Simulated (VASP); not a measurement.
# Zn6CO6F2 in VASP: further runs

Runs on Zn6CO6F2. Level: PBE. Tasks: single point.

Program: VASP 6.6.1. These are calculated values, not measurements. Logs are shortened: lines on timing, memory, paths and dates and some standing lists are left out, and cuts for length are marked.

## Step 1: The cell of the first run

The cell holds a slab with vacuum, 15 atoms: a = 5.804 Å, b = 6.208 Å, c = 17.587 Å, α = 90.00°, β = 90.00°, γ = 117.87°.

## Step 2: Single point, PBE

INCAR

```
ALGO = Normal ; EDIFF = 1E-6
ENCUT = 1010 ; GGA = PE
GGA_COMPAT = F ; ISIF = 2
ISMEAR = 0 ; LASPH = T
LCHARG = F ; LREAL = Auto
LWAVE = F ; NBANDS = 76
NELM = 120 ; NELMDL = -8
PREC = Accurate ; SIGMA = 0.02
```

KPOINTS

```
k-points
0
Gamma
  2 2 1
```

POSCAR

```
Zn6CO6F2
1.0
    5.8041020000      0.0000000000      0.0000000000
   -2.9020510000      5.4880210000      0.0000000000
    0.0000000000      0.0000000000     17.5870760000
Zn O C F
6 6 1 2
Direct
    0.3333333908      0.0000000000      0.0568599351
    0.3411622036      0.4831149516      0.1083876592
    0.9000342369      0.0489210956      0.1333418926
    0.8603633242      0.5301045677      0.1246196923
    0.3628789230      0.0845782113      0.2093681747
    0.5772247881      0.6694584441      0.2768558002
    0.1727948500      0.6638832104      0.0689007655
    0.1583370238      0.1828090672      0.0475030642
    0.6780327241      0.7026179382      0.1612142917
    0.6401699374      0.1748293237      0.1336002642
    0.1446350649      0.7357143859      0.2389728116
    0.1916491480      0.2714760020      0.2055794835
    0.2166219228      0.6182006228      0.2818525376
   -0.1565922134      0.7887903490      0.3431684153
    0.0234176403      0.4445877667      0.3214279054
```

Potentials or basis: VASP PAW PBE potentials, release 64 (Zn, O_h, C_h, F_h).

Launch:

```sh
cat potpaw_PBE.64/Zn/POTCAR potpaw_PBE.64/O_h/POTCAR potpaw_PBE.64/C_h/POTCAR potpaw_PBE.64/F_h/POTCAR > POTCAR
mpirun -np 1 vasp_std > vasp.out
```

OUTCAR:

```text
EDIFF = 1E-6
   ENCUT = 1010
   GGA = PE
   ISIF = 2
   ISMEAR = 0
   LASPH = T
   LREAL = Auto
   NELM = 120
   NELMDL = -8
   PREC = Accurate

 ion  position               nearest neighbor table
   1  0.333  0.000  0.057-   8 1.85   7 1.86  10 2.09   5 2.72   3 2.99
   2  0.341  0.483  0.108-   7 1.93   8 1.97   9 2.01  12 2.08   3 2.75   4 2.90   4 2.95
   3  0.900  0.049  0.133-   9 1.98  10 2.00   8 2.01  12 2.05   2 2.75   5 2.92   1 2.99
   4  0.860  0.530  0.125-   7 1.88   9 1.93  10 1.97   2 2.90   2 2.95
   5  0.363  0.085  0.209-  12 1.85  10 1.96  11 2.00   1 2.72   3 2.92
   6  0.577  0.669  0.277-  14 1.80  13 1.97   9 2.10
   7  0.173  0.664  0.069-   1 1.86   4 1.88   2 1.93
   8  0.158  0.183  0.048-   1 1.85   2 1.97   3 2.01
   9  0.678  0.703  0.161-   4 1.93   3 1.98   2 2.01   6 2.10
  10  0.640  0.175  0.134-   5 1.96   4 1.97   3 2.00   1 2.09
  11  0.145  0.736  0.239-  13 1.25   5 2.00
  12  0.192  0.271  0.206-   5 1.85   3 2.05   2 2.08
  13  0.217  0.618  0.282-  11 1.25  15 1.33   6 1.97
  14  0.843  0.789  0.343-   6 1.80
  15  0.023  0.445  0.321-  13 1.33

  LATTYP: Found a base centered orthorhombic cell.
 ALAT       =     5.8041020000
 B/A-ratio  =     1.8910835819
 C/A-ratio  =     3.0301114625

  Lattice vectors:

 A1 = (   2.9020510000,  -5.4880210000,   0.0000000000)
 A2 = (   2.9020510000,   5.4880210000,   0.0000000000)
 A3 = (   0.0000000000,   0.0000000000,  17.5870760000)

Analysis of symmetry for initial positions (statically):
=====================================================================
 Subroutine PRICEL returns:
 Original cell was already a primitive cell.

 Routine SETGRP: Setting up the symmetry group for a
 base centered orthorhombic supercell.

 Subroutine GETGRP returns: Found  1 space group operations
 (whereof  1 operations were pure point group operations)
 out of a pool of  8 trial point group operations.

The static configuration has the point symmetry C_1 .

Analysis of symmetry for dynamics (positions and initial velocities):
=====================================================================
 Subroutine PRICEL returns:
 Original cell was already a primitive cell.

 Routine SETGRP: Setting up the symmetry group for a
 base centered orthorhombic supercell.

 Subroutine GETGRP returns: Found  1 space group operations
 (whereof  1 operations were pure point group operations)
 out of a pool of  8 trial point group operations.

The dynamic configuration has the point symmetry C_1 .

 Subroutine INISYM returns: Found  1 space group operations
 (whereof  1 operations are pure point group operations),
 and found     1 'primitive' translations

----------------------------------------------------------------------------------------

                                     Primitive cell

  volume of cell :     560.2017

  direct lattice vectors                    reciprocal lattice vectors
     5.804102000  0.000000000  0.000000000     0.172291941  0.091107523  0.000000000
    -2.902051000  5.488021000  0.000000000     0.000000000  0.182215046  0.000000000
     0.000000000  0.000000000 17.587076000     0.000000000  0.000000000  0.056859935

  length of vectors
     5.804102000  6.208081387 17.587076000     0.194897649  0.182215046  0.056859935

  position of ions in fractional coordinates (direct lattice)
     0.333333391  0.000000000  0.056859935
     0.341162204  0.483114952  0.108387659
     0.900034237  0.048921096  0.133341893
     0.860363324  0.530104568  0.124619692
     0.362878923  0.084578211  0.209368175
     0.577224788  0.669458444  0.276855800
     0.172794850  0.663883210  0.068900765
     0.158337024  0.182809067  0.047503064
     0.678032724  0.702617938  0.161214292
     0.640169937  0.174829324  0.133600264
     0.144635065  0.735714386  0.238972812
     0.191649148  0.271476002  0.205579484
     0.216621923  0.618200623  0.281852538
     0.843407787  0.788790349  0.343168415
     0.023417640  0.444587767  0.321427905

  ion indices of the primitive-cell ions
   primitive index   ion index
                 1           1
                 2           2
                 3           3
                 4           4
                 5           5
                 6           6
                 7           7
                 8           8
                 9           9
                10          10
                11          11
                12          12
                13          13
                14          14
                15          15

----------------------------------------------------------------------------------------

 KPOINTS: k-points

Automatic generation of k-mesh.
 Grid dimensions read from file:
 generate k-points for:    2    2    1

 Generating k-lattice:

  Cartesian coordinates                     Fractional coordinates (reciprocal lattice)
     0.086145971  0.045553762  0.000000000     0.500000000  0.000000000  0.000000000
     0.000000000  0.091107523  0.000000000     0.000000000  0.500000000  0.000000000
     0.000000000  0.000000000  0.056859935     0.000000000  0.000000000  1.000000000

  Length of vectors
     0.097448825  0.091107523  0.056859935

  Shift w.r.t. Gamma in fractional coordinates (k-lattice)
     0.000000000  0.000000000  0.000000000

 Subroutine IBZKPT returns following result:
 ===========================================

 Found      4 irreducible k-points:

 Following reciprocal coordinates:
            Coordinates               Weight
  0.000000  0.000000  0.000000      1.000000
  0.500000 -0.000000  0.000000      1.000000
  0.500000  0.500000  0.000000      1.000000
  0.000000  0.500000  0.000000      1.000000
   k-points           NKPTS =      4   k-points in BZ     NKDIM =      4   number of bands    NBANDS=     76
   number of dos      NEDOS =    301   number of ions     NIONS =     15
   total plane-waves  NPLWV = 737280
   dimension x,y,z NGX =    60 NGY =   64 NGZ =  192
   dimension x,y,z NGXF=   120 NGYF=  128 NGZF=  384
   ions per type =               6   6   1   2
   NGX,Y,Z   is equivalent  to a cutoff of  17.19, 17.14, 18.15 a.u.
   NGXF,Y,Z  is equivalent  to a cutoff of  34.37, 34.28, 36.30 a.u.
 SYSTEM =  unknown system
   PREC   = accura    normal or accurate (medium, high low for compatibility)
   ISTART =      0    job   : 0-new  1-cont  2-samecut
   ICHARG =      2    charge: 1-file 2-atom 10-const
   ISPIN  =      1    spin polarized calculation?
   LNONCOLLINEAR =      F non collinear calculations
   LSORBIT =      F    spin-orbit coupling
   LASPH  =      T    aspherical Exc in radial PAW
   ENCUT  = 1010.0 eV  74.23 Ry    8.62 a.u.  15.04 16.09 45.57*2*pi/ulx,y,z
   NELM   =    120;   NELMIN=  2; NELMDL= -8     # of ELM steps
   EDIFF  = 0.1E-05   stopping-criterion for ELM
   LREAL  =      T    real-space projection
   EDIFFG = 0.1E-04   stopping-criterion for IOM
   NSW    =      0    number of steps for IOM
   IBRION =     -1    ionic relax: 0-MD 1-quasi-New 2-CG
   NFREE  =      0    steps in history (QN), initial steepest desc. (CG)
   ISIF   =      2    stress and relaxation
   ISYM   =      2    0-nonsym 1-usesym 2-fastsym
   POTIM  = 0.5000    time-step for ionic-motion
   TEBEG  =    0.0;   TEEND  =   0.0 temperature during run
   PSTRESS=    0.0 pullay stress
   NELECT =     126.0000    total number of electrons
   NUPDOWN=      -1.0000    fix difference up-down
   EMIN   =  10.00;   EMAX   =-10.00  energy-range for DOS
   EFERMI =   0.00;   METHOD = LEGACY
   ISMEAR =     0;   SIGMA  =   0.02  broadening in eV -4-tet -1-fermi 0-gaus
   EFERMI_NEDOS =   21; number of points for ismear=-14 and -15
   IALGO  =     38    algorithm
   IMIX   =      4    mixing-type and parameters
     AMIX     =   0.40;   BMIX     =  1.00
     AMIX_MAG =   1.60;   BMIX_MAG =  1.00
  volume/ion in A,a.u.               =      37.35       252.03
  Fermi-wavevector in a.u.,A,eV,Ry     =   0.995597  1.881405 13.486274  0.991213
  Thomas-Fermi vector in A             =   2.127628
   LORBIT       =      0    0 simple, 1 ext, 2 COOP (PROOUT), +10 PAW based schemes
   GGA     = PE    functional components
   LHFCALC =     F    Hartree Fock is set to
   AEXX    =    0.0000 exact exchange contribution
   IVDW    =     0    specifies the selected vdW correction
   LEPSILON=     F    determine dielectric tensor
   LRPA    =     F    only Hartree local field effects (RPA)
 non-spin polarized calculation
 Gauss-broadening in eV      SIGMA  =   0.02
  energy-cutoff  :     1010.00
  volume of cell :      560.20
 maximum number of plane-waves:     40868
   NGX = 31   NGY = 33   NGZ = 91

 number of electron     126.0000009 magnetization

 Free energy of the ion-electron system (eV)
  ---------------------------------------------------
  ext. energy  EPLUGINS =         0.00000000
  ---------------------------------------------------
  free energy    TOTEN  =       -65.74358141 eV

  energy without entropy =      -65.74358141  energy(sigma->0) =      -65.74358141

 E-fermi :  -3.8496     XC(G=0):  -4.0959

 val. band max:       -3.9747595896   @ k =   0.0000   0.0000   0.0000
 cond. band min:      -2.4522380677   @ k =   0.0000   0.0000   0.0000
 fundamental gap:      1.5225215219
 Fermi energy:        -3.8496266726

 k-point     1 :       0.0000    0.0000    0.0000
  band No.  band energies     occupation
      1     -29.7909      2.00000
      2     -25.4948      2.00000
      3     -24.5457      2.00000
      4     -21.9197      2.00000
      5     -21.4636      2.00000
      6     -21.0805      2.00000
[... 67 lines left out ...]
     74       2.9272      0.00000
     75       3.1315      0.00000
[... 232 lines left out ...]
     74       3.3530      0.00000
     75       3.6142      0.00000
 [bands above 75 left out]

------------------------ aborting loop because EDIFF is reached ----------------------------------------

  FORCE on cell =-STRESS in cart. coord.  units (eV):
  Direction    XX          YY          ZZ          XY          YZ          ZX
  --------------------------------------------------------------------------------------
  -------------------------------------------------------------------------------------
  Total        6.2792043      2.6485071      0.9741778     -3.8498984      0.3409671      0.5655196
  in kB       17.9585289      7.5747322      2.7861493    -11.0107121      0.9751661      1.6173863
  external PRESSURE =       9.4398035 kB  Pullay stress =       0.0000000 kB

 VOLUME and BASIS-vectors are now :
 -----------------------------------------------------------------------------
  energy-cutoff  :     1010.00
  volume of cell :      560.20
      direct lattice vectors                 reciprocal lattice vectors
     5.804102000  0.000000000  0.000000000     0.172291941  0.091107523  0.000000000
    -2.902051000  5.488021000  0.000000000     0.000000000  0.182215046  0.000000000
     0.000000000  0.000000000 17.587076000     0.000000000  0.000000000  0.056859935

 POSITION                                       TOTAL-FORCE (eV/Angst)
 -----------------------------------------------------------------------------------
      1.93470      0.00000      1.00000        -0.095975     -0.039510     -0.088009
      0.57812      2.65134      1.90622         0.034361      0.004004      0.009633
      5.08192      0.26848      2.34509         0.011287     -0.021576     -0.016572
      3.45525      2.90922      2.19170         0.000785     -0.020478      0.010393
      1.86074      0.46417      3.68217         0.024511     -0.028899      0.029579
      1.40747      3.67400      4.86908        -0.034575     -0.011342     -0.051960
     -0.92370      3.64341      1.21176         0.023377     -0.020165     -0.058505
      0.38848      1.00326      0.83544        -0.054451      0.018718     -0.106885
      1.89634      3.85598      2.83529        -0.012088      0.008330      0.018249
      3.20825      0.95947      2.34964         0.010914     -0.017338     -0.010776
     -1.29560      4.03762      4.20283         0.003617     -0.015238      0.023004
      0.32451      1.48987      3.61554        -0.082209      0.059672      0.047002
     -0.53675      3.39270      4.95696         0.049000     -0.016285     -0.012642
      2.60611      4.32890      6.03533         0.063442      0.087580      0.122417
     -1.15430      2.43991      5.65298         0.058002      0.012528      0.085071
 -----------------------------------------------------------------------------------
    total drift:                                0.001309      0.004412     -0.005321

  FREE ENERGIE OF THE ION-ELECTRON SYSTEM (eV)
  ---------------------------------------------------
  free  energy   TOTEN  =       -65.7435814134 eV

  energy  without entropy=      -65.7435814134  energy(sigma->0) =      -65.74358141
```

It took 15 min on 1 thread of AMD EPYC 9R45 (Zen 5), shared host; peak memory 1.4 GiB.

Results:

| Property | Result |
| --- | --- |
| Free energy | -65.7436 eV |
| Largest force | 0.163 eV/Å |
| Band gap on the k mesh | 1.52 eV |

Forces on the atoms (eV/Å):
```
Zn  -0.096 -0.040 -0.088
Zn   0.034  0.004  0.010
Zn   0.011 -0.022 -0.017
Zn   0.001 -0.020  0.010
Zn   0.025 -0.029  0.030
Zn  -0.035 -0.011 -0.052
O    0.023 -0.020 -0.059
O   -0.054  0.019 -0.107
O   -0.012  0.008  0.018
O    0.011 -0.017 -0.011
O    0.004 -0.015  0.023
O   -0.082  0.060  0.047
C    0.049 -0.016 -0.013
F    0.063  0.088  0.122
F    0.058  0.013  0.085
```

Levels at points of the mesh, in eV from the valence-band top:
```csv
k point,band 60,band 61,band 62,band 63,band 64,band 65,band 66,band 67
"(0.00, 0.00, 0.00)",-0.81,-0.44,-0.20,0.00,1.52,3.16,3.51,4.43
"(0.50, 0.00, 0.00)",-0.69,-0.51,-0.32,-0.03,2.79,3.37,3.65,4.10
"(0.50, 0.50, 0.00)",-0.82,-0.66,-0.53,-0.03,2.74,3.41,3.70,3.84
"(0.00, 0.50, 0.00)",-0.82,-0.80,-0.56,-0.01,2.74,3.33,3.64,3.86
```

Caveat: the k points lie up to 0.61 Å⁻¹ apart; there is no dipole correction, which matters where the two faces differ.

## Step 3: Single point, PBE

INCAR

```
SYSTEM = Zn6CO6F2
  PREC = Accurate
  ENCUT = 1010
  EDIFF = 1E-6
  ISMEAR = 0
  SIGMA = 0.02
  LREAL = Auto
  LASPH = .TRUE.
  NELM = 120
  ALGO = Normal
  ISIF = 2
  LWAVE = .FALSE.
  LCHARG = .TRUE.
  GGA = PE
  LELF = .TRUE.
  LVHAR = .TRUE.
  NBANDS = 76
  GGA_COMPAT = .FALSE.
  NELMDL = -8
```

KPOINTS

```
Automatic mesh
0
G
  2 2 1
  0 0 0
```

POSCAR

```
Zn6CO6F2
1.0
    5.8041020000      0.0000000000      0.0000000000
   -2.9020510000      5.4880210000      0.0000000000
    0.0000000000      0.0000000000     17.5870760000
Zn O C F
6 6 1 2
Direct
    0.3333333908      0.0000000000      0.0568599351
    0.3463463038      0.4774489748      0.0895231248
    0.9084864325      0.0504580795      0.1254940275
    0.8540430655      0.5131346983      0.1179275623
    0.4257278140      0.1367159492      0.2205468948
    0.4780417150      0.5907180384      0.2448789668
    0.1710207045      0.6642576623      0.0673416093
    0.1540267322      0.1741095743      0.0355682775
    0.6803569326      0.7014659747      0.1458968506
    0.6372537249      0.1643605227      0.1285722539
    0.2379904149      0.8826290934      0.2978949429
    0.2024449528      0.2807011854      0.1935351277
    0.2900947327      0.7147150129      0.3093686523
   -0.3280674850      0.4222895649      0.2826591527
    0.1691666572      0.5764790259      0.3701125758
```

Potentials or basis: VASP PAW PBE potentials, release 64 (Zn, O_h, C_h, F_h).

Launch:

```sh
cat potpaw_PBE.64/Zn/POTCAR potpaw_PBE.64/O_h/POTCAR potpaw_PBE.64/C_h/POTCAR potpaw_PBE.64/F_h/POTCAR > POTCAR
mpirun -np 1 vasp_std > vasp.out
```

Wall time 31 min (1 thread of Intel Xeon Platinum 8259CL at 2.50GHz (Skylake/Cascade Lake), shared host); peak memory 1.4 GiB.

Results (log left out):

```
Free energy            : -67.4773 eV
Largest force          : 0.137 eV/Å
Band gap on the k mesh : 1.65 eV
```

Forces in eV/Å, atoms in the order of the input:
```
Zn  -0.025  0.034  0.030
Zn   0.035  0.007 -0.025
Zn   0.009 -0.009 -0.014
Zn  -0.014 -0.014  0.016
Zn   0.033 -0.018  0.003
Zn  -0.077  0.003 -0.001
O    0.008 -0.011 -0.056
O   -0.059 -0.006 -0.123
O   -0.027  0.016 -0.011
O    0.007 -0.035 -0.022
O    0.023  0.042  0.102
O   -0.055 -0.009  0.003
C    0.001  0.034  0.059
F    0.106 -0.062 -0.056
F    0.035  0.029  0.096
```

Levels at points of the mesh, in eV from the valence-band top:
```
           k point  band 60  band 61  band 62  band 63  band 64  band 65  band 66  band 67
(0.00, 0.00, 0.00)    -0.67    -0.53    -0.20     0.00     1.65     3.16     4.15     4.87
(0.50, 0.00, 0.00)    -0.84    -0.52    -0.32    -0.14     3.19     3.43     3.87     4.51
(0.50, 0.50, 0.00)    -0.97    -0.81    -0.69    -0.11     3.11     3.36     3.81     4.57
(0.00, 0.50, 0.00)    -0.85    -0.79    -0.46    -0.08     3.00     3.41     3.64     4.45
```

Caveat: the k points lie up to 0.61 Å⁻¹ apart; there is no dipole correction, which matters where the two faces differ.

[end of part 1 of 2]
